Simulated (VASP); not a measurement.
# BaTe (P6_3/mmc) in VASP: further runs

The runs below take BaTe through single point, with PBE, r2SCAN.

Program: VASP 6.6.1. These are calculated values, not measurements. Logs are shortened: lines on timing, memory, paths and dates and some standing lists are left out, and cuts for length are marked.

**1. The cell of the first run**

Symmetry: P6_3/mmc, No. 194, hexagonal system. The conventional cell has a = 5.972 Å, b = 5.972 Å, c = 7.004 Å, α = 90.00°, β = 90.00°, γ = 120.00°. Ba (site symmetry -6m2) has 5 Te at 3.45 to 3.50 Å within 4.5 Å. Te (site symmetry -6m2) has 5 Ba at 3.45 to 3.50 Å within 4.5 Å.

**2. Single point, PBE**

Input file INCAR:

```
SYSTEM = BaTe
PREC = Accurate
ENCUT = 520
EDIFF = 1E-7
ISMEAR = -1
SIGMA = 0.02
LREAL = .False.
LASPH = .True.
NELM = 60
ALGO = Normal
ISIF = 2
LWAVE = .False.
LCHARG = .False.
GGA = PE
NBANDS = 24
```

Input file KPOINTS:

```
regular mesh
0
Gamma
  6 6 4
  0 0 0
```

Input file POSCAR:

```
BaTe
1.0
    5.9721828061      0.0000000000      0.0000000000
   -2.9860914030      5.1720620261      0.0000000000
    0.0000000000      0.0000000000      7.0036853471
Ba Te
2 2
Direct
    0.3333333333      0.6666666667     -0.0625000000
    0.6666666667      0.3333333333      0.4375000000
    0.3333333333      0.6666666667      0.4375000000
    0.6666666667      0.3333333333      0.9375000000
```

Potentials or basis: VASP PAW PBE potentials, release 64 (Ba_sv, Te).

Launch:

```console
cat potpaw_PBE.64/Ba_sv/POTCAR potpaw_PBE.64/Te/POTCAR > POTCAR
mpirun -np 1 vasp_std > vasp.out
```

OUTCAR:

```text
SYSTEM = BaTe
   PREC = Accurate
   ENCUT = 520
   EDIFF = 1E-7
   ISMEAR = -1
   LREAL = .False.
   LASPH = .True.
   NELM = 60
   ISIF = 2
   GGA = PE

 ion  position               nearest neighbor table
   1  0.333  0.667  0.938-   4 3.45   4 3.45   4 3.45   3 3.50   3 3.50
   2  0.667  0.333  0.438-   3 3.45   3 3.45   3 3.45   4 3.50   4 3.50
   3  0.333  0.667  0.438-   2 3.45   2 3.45   2 3.45   1 3.50   1 3.50
   4  0.667  0.333  0.938-   1 3.45   1 3.45   1 3.45   2 3.50   2 3.50

  LATTYP: Found a hexagonal cell.
 ALAT       =     5.9721828061
 C/A-ratio  =     1.1727178445

  Lattice vectors:

 A1 = (   5.9721828061,   0.0000000000,   0.0000000000)
 A2 = (  -2.9860914030,   5.1720620261,   0.0000000000)
 A3 = (   0.0000000000,   0.0000000000,   7.0036853471)

Analysis of symmetry for initial positions (statically):
=====================================================================
 Subroutine PRICEL returns:
 Original cell was already a primitive cell.

 Routine SETGRP: Setting up the symmetry group for a
 hexagonal supercell.

 Subroutine GETGRP returns: Found 24 space group operations
 (whereof  6 operations were pure point group operations)
 out of a pool of 24 trial point group operations.

The static configuration has the point symmetry C_3v.
 The point group associated with its full space group is D_6h.

Analysis of symmetry for dynamics (positions and initial velocities):
=====================================================================
 Subroutine PRICEL returns:
 Original cell was already a primitive cell.

 Routine SETGRP: Setting up the symmetry group for a
 hexagonal supercell.

 Subroutine GETGRP returns: Found 24 space group operations
 (whereof  6 operations were pure point group operations)
 out of a pool of 24 trial point group operations.

The dynamic configuration has the point symmetry C_3v.
 The point group associated with its full space group is D_6h.

 Subroutine INISYM returns: Found 24 space group operations
 (whereof  6 operations are pure point group operations),
 and found     1 'primitive' translations

----------------------------------------------------------------------------------------

                                     Primitive cell

  volume of cell :     216.3333

  direct lattice vectors                    reciprocal lattice vectors
     5.972182806  0.000000000  0.000000000     0.167442966  0.096673241  0.000000000
    -2.986091403  5.172062026  0.000000000     0.000000000  0.193346482  0.000000000
     0.000000000  0.000000000  7.003685347     0.000000000  0.000000000  0.142781971

  length of vectors
     5.972182806  5.972182806  7.003685347     0.193346482  0.193346482  0.142781971

  position of ions in fractional coordinates (direct lattice)
     0.333333333  0.666666667  0.937500000
     0.666666667  0.333333333  0.437500000
     0.333333333  0.666666667  0.437500000
     0.666666667  0.333333333  0.937500000

  ion indices of the primitive-cell ions
   primitive index   ion index
                 1           1
                 2           2
                 3           3
                 4           4

----------------------------------------------------------------------------------------

 KPOINTS: regular mesh

Automatic generation of k-mesh.
 Grid dimensions read from file:
 generate k-points for:    6    6    4

 Generating k-lattice:

  Cartesian coordinates                     Fractional coordinates (reciprocal lattice)
     0.027907161  0.016112207  0.000000000     0.166666667 -0.000000000  0.000000000
     0.000000000  0.032224414  0.000000000     0.000000000  0.166666667  0.000000000
     0.000000000  0.000000000  0.035695493     0.000000000  0.000000000  0.250000000

  Length of vectors
     0.032224414  0.032224414  0.035695493

  Shift w.r.t. Gamma in fractional coordinates (k-lattice)
     0.000000000  0.000000000  0.000000000

 Subroutine IBZKPT returns following result:
 ===========================================

 Found     21 irreducible k-points:

 Following reciprocal coordinates:
            Coordinates               Weight
  0.000000  0.000000  0.000000      1.000000
  0.166667 -0.000000  0.000000      6.000000
  0.333333 -0.000000  0.000000      6.000000
  0.500000 -0.000000  0.000000      3.000000
  0.166667  0.166667  0.000000      6.000000
  0.333333  0.166667  0.000000     12.000000
[... 13 lines left out ...]
  0.333333  0.166667  0.500000     12.000000
  0.333333  0.333333  0.500000      2.000000
   k-points           NKPTS =     21   k-points in BZ     NKDIM =     21   number of bands    NBANDS=     24
   number of dos      NEDOS =    301   number of ions     NIONS =      4
   total plane-waves  NPLWV = 124416
   dimension x,y,z NGX =    48 NGY =   48 NGZ =   54
   dimension x,y,z NGXF=    96 NGYF=   96 NGZF=  108
   ions per type =               2   2
   NGX,Y,Z   is equivalent  to a cutoff of  13.36, 13.36, 12.82 a.u.
   NGXF,Y,Z  is equivalent  to a cutoff of  26.72, 26.72, 25.64 a.u.
 SYSTEM =  BaTe
   PREC   = accura    normal or accurate (medium, high low for compatibility)
   ISTART =      0    job   : 0-new  1-cont  2-samecut
   ICHARG =      2    charge: 1-file 2-atom 10-const
   ISPIN  =      1    spin polarized calculation?
   LNONCOLLINEAR =      F non collinear calculations
   LSORBIT =      F    spin-orbit coupling
   LASPH  =      T    aspherical Exc in radial PAW
   ENCUT  =  520.0 eV  38.22 Ry    6.18 a.u.  11.10 11.10 13.02*2*pi/ulx,y,z
   NELM   =     60;   NELMIN=  2; NELMDL= -5     # of ELM steps
   EDIFF  = 0.1E-06   stopping-criterion for ELM
   LREAL  =      F    real-space projection
   EDIFFG = 0.1E-05   stopping-criterion for IOM
   NSW    =      0    number of steps for IOM
   IBRION =     -1    ionic relax: 0-MD 1-quasi-New 2-CG
   NFREE  =      0    steps in history (QN), initial steepest desc. (CG)
   ISIF   =      2    stress and relaxation
   ISYM   =      2    0-nonsym 1-usesym 2-fastsym
   POTIM  = 0.5000    time-step for ionic-motion
   TEBEG  =    0.0;   TEEND  =   0.0 temperature during run
   PSTRESS=    0.0 pullay stress
   NELECT =      32.0000    total number of electrons
   NUPDOWN=      -1.0000    fix difference up-down
   EMIN   =  10.00;   EMAX   =-10.00  energy-range for DOS
   EFERMI =   0.00;   METHOD = LEGACY
   ISMEAR =    -1;   SIGMA  =   0.02  broadening in eV -4-tet -1-fermi 0-gaus
   EFERMI_NEDOS =   21; number of points for ismear=-14 and -15
   IALGO  =     38    algorithm
   IMIX   =      4    mixing-type and parameters
     AMIX     =   0.40;   BMIX     =  1.00
     AMIX_MAG =   1.60;   BMIX_MAG =  1.00
  volume/ion in A,a.u.               =      54.08       364.97
  Fermi-wavevector in a.u.,A,eV,Ry     =   0.865799  1.636123 10.199031  0.749608
  Thomas-Fermi vector in A             =   1.984095
   LORBIT       =      0    0 simple, 1 ext, 2 COOP (PROOUT), +10 PAW based schemes
   GGA     = PE    functional components
   LHFCALC =     F    Hartree Fock is set to
   AEXX    =    0.0000 exact exchange contribution
   IVDW    =     0    specifies the selected vdW correction
   LEPSILON=     F    determine dielectric tensor
   LRPA    =     F    only Hartree local field effects (RPA)
 non-spin polarized calculation
  energy-cutoff  :      520.00
  volume of cell :      216.33
 maximum number of plane-waves:      5870
 NGX is ok and might be reduce to    48
   NGX = 23   NGY = 23   NGZ = 27

 number of electron      32.0000000 magnetization

 Free energy of the ion-electron system (eV)
  ---------------------------------------------------
  ext. energy  EPLUGINS =         0.00000000
  ---------------------------------------------------
  free energy    TOTEN  =       -16.77731565 eV

  energy without entropy =      -16.77731565  energy(sigma->0) =      -16.77731565

 E-fermi :   1.4566     XC(G=0):  -7.0802

 val. band max:        1.0176825327   @ k =   0.0000   0.0000   0.0000
 cond. band min:       2.9050045348   @ k =   0.3333   0.3333   0.0000
 fundamental gap:      1.8873220021
 Fermi energy:         1.4565589657

 k-point     1 :       0.0000    0.0000    0.0000
  band No.  band energies     occupation
      1     -26.2488      2.00000
      2     -26.2346      2.00000
      3     -11.5427      2.00000
      4     -11.5015      2.00000
      5     -11.5015      2.00000
      6     -11.4363      2.00000
[... 16 lines left out ...]
     23       5.5329      0.00000
     24       6.3379      0.00000

 k-point     2 :       0.1667   -0.0000    0.0000
  band No.  band energies     occupation
      1     -26.2478      2.00000
      2     -26.2352      2.00000
      3     -11.5323      2.00000
      4     -11.5263      2.00000
      5     -11.5070      2.00000
      6     -11.4678      2.00000
[... 16 lines left out ...]
     23       5.7382      0.00000
     24       5.7596      0.00000

 k-point     3 :       0.3333   -0.0000    0.0000
  band No.  band energies     occupation
      1     -26.2451      2.00000
      2     -26.2369      2.00000
      3     -11.5739      2.00000
      4     -11.5280      2.00000
      5     -11.5173      2.00000
      6     -11.5058      2.00000
[... 16 lines left out ...]
     23       5.4417      0.00000
     24       5.6913      0.00000
[... 433 lines left out ...]
 k-point    20 :       0.3333    0.1667    0.5000
  band No.  band energies     occupation
      1     -26.2408      2.00000
      2     -26.2408      2.00000
      3     -11.6810      2.00000
      4     -11.6810      2.00000
      5     -11.4841      2.00000
      6     -11.4841      2.00000
[... 16 lines left out ...]
     23       5.7315      0.00000
     24       5.7315      0.00000

 k-point    21 :       0.3333    0.3333    0.5000
  band No.  band energies     occupation
      1     -26.2406      2.00000
      2     -26.2406      2.00000
      3     -11.6927      2.00000
      4     -11.6927      2.00000
      5     -11.4902      2.00000
      6     -11.4902      2.00000
[... 16 lines left out ...]
     23       5.8981      0.00000
     24       5.8981      0.00000

------------------------ aborting loop because EDIFF is reached ----------------------------------------

  FORCE on cell =-STRESS in cart. coord.  units (eV):
  Direction    XX          YY          ZZ          XY          YZ          ZX
  --------------------------------------------------------------------------------------
  -------------------------------------------------------------------------------------
  Total        0.2959458      0.2959458      0.3666706      0.0000000      0.0000000      0.0000000
  in kB        2.1917916      2.1917916      2.7155839      0.0000000      0.0000000      0.0000000
  external PRESSURE =       2.3663890 kB  Pullay stress =       0.0000000 kB

 VOLUME and BASIS-vectors are now :
 -----------------------------------------------------------------------------
  energy-cutoff  :      520.00
  volume of cell :      216.33
      direct lattice vectors                 reciprocal lattice vectors
     5.972182806  0.000000000  0.000000000     0.167442966  0.096673241  0.000000000
    -2.986091403  5.172062026  0.000000000     0.000000000  0.193346482  0.000000000
     0.000000000  0.000000000  7.003685347     0.000000000  0.000000000  0.142781971

 POSITION                                       TOTAL-FORCE (eV/Angst)
 -----------------------------------------------------------------------------------
     -0.00000      3.44804      6.56596        -0.000000     -0.000000      0.000000
      2.98609      1.72402      3.06411         0.000000      0.000000     -0.000000
     -0.00000      3.44804      3.06411         0.000000      0.000000     -0.000000
      2.98609      1.72402      6.56596         0.000000      0.000000     -0.000000
 -----------------------------------------------------------------------------------
    total drift:                               -0.000000      0.000000      0.000001

  FREE ENERGIE OF THE ION-ELECTRON SYSTEM (eV)
  ---------------------------------------------------
  free  energy   TOTEN  =       -16.7773156479 eV

  energy  without entropy=      -16.7773156479  energy(sigma->0) =      -16.77731565
```

It took 3.2 min on 1 thread of Oxide Virtual Turin-like, shared host; peak memory 0.36 GiB.

What came out:

- Free energy: -16.7773 eV
- Pressure: 0.2 GPa
- Band gap on the k mesh: 1.89 eV, indirect (least direct gap 2.17 eV)

Levels at points of the mesh, in eV from the valence-band top:
```
           k point  band 12  band 13  band 14  band 15  band 16  band 17  band 18  band 19  band 20  band 21
(0.00, 0.00, 0.00)    -1.06    -0.94    -0.93    -0.93     0.00     2.32     2.74     2.74     3.60     4.35
(0.50, 0.00, 0.00)    -1.01    -0.84    -0.76    -0.53    -0.39     2.32     2.74     2.90     3.81     3.87
(0.00, 0.00, 0.50)    -1.42    -1.09    -1.09    -1.09    -1.09     3.14     3.14     4.19     4.19     4.19
(0.50, 0.00, 0.50)    -1.78    -0.91    -0.91    -0.74    -0.74     3.10     3.10     3.84     3.84     4.41
```

Caveat: spin-orbit coupling is left out, which moves the levels of the heavy elements.

**3. Single point, PBE (uniaxial z strain +2.5%)**

Input file INCAR:

```
SYSTEM = BaTe
ALGO     = Normal         ! electronic algorithm
EDIFF    = 1E-7           ! SCF threshold, eV
ENCUT    = 520            ! plane-wave cutoff, eV
GGA      = PE             ! functional
ISIF     = 2              ! what is computed and relaxed
ISMEAR   = -1             ! smearing method
LASPH    = .TRUE.         ! aspherical terms in the spheres
LCHARG   = .FALSE.        ! write CHGCAR
LREAL    = .FALSE.        ! projectors in reciprocal space
LWAVE    = .FALSE.        ! write WAVECAR
NBANDS   = 24             ! bands
NELM     = 80             ! most SCF steps
PREC     = Accurate       ! precision mode
SIGMA    = 0.02           ! smearing width, eV
```

Input file KPOINTS:

```
k-points
0
G
  6 6 4
  0 0 0
```

POSCAR: that of step 2 with these lines changed.

```diff
@@ -4,3 +4,3 @@
    -2.9860914030      5.1720620261      0.0000000000
-    0.0000000000      0.0000000000      7.0036853471
+    0.0000000000      0.0000000000      7.1787774808
 Ba Te
```

Potentials or basis: VASP PAW PBE potentials, release 64 (Ba_sv, Te).

Launch:

```console
cat potpaw_PBE.64/Ba_sv/POTCAR potpaw_PBE.64/Te/POTCAR > POTCAR
mpirun -np 1 vasp_std > vasp.out
```

It took 4.9 min on 1 thread of Oxide Virtual Turin-like, shared host; peak memory 0.36 GiB.

The run converged. Its results:

```
Free energy            : -16.7628 eV
Pressure               : -0.3 GPa
Band gap on the k mesh : 1.96 eV, indirect (least direct gap 2.20 eV)
```

Stress tensor (GPa, compression positive):
```
 0.03  0.00  0.00
 0.00  0.03  0.00
 0.00  0.00 -1.06
```

Levels at points of the mesh, in eV from the valence-band top:
| k point | band 14 | band 15 | band 16 | band 17 | band 18 | band 19 |
| --- | --- | --- | --- | --- | --- | --- |
| (0.00, 0.00, 0.00) | -0.88 | -0.88 | 0.00 | 2.33 | 2.82 | 2.82 |
| (0.50, 0.00, 0.00) | -0.76 | -0.53 | -0.35 | 2.40 | 2.80 | 2.96 |
| (0.00, 0.00, 0.50) | -1.01 | -1.01 | -1.01 | 3.18 | 3.18 | 4.14 |
| (0.50, 0.00, 0.50) | -0.83 | -0.66 | -0.66 | 3.11 | 3.11 | 3.81 |

Caveat: the cell differs from its parent crystal (uniaxial z strain +2.5%); spin-orbit coupling is left out, which moves the levels of the heavy elements. A k mesh can miss the band edges.

(Continued in part 2 of 3.)
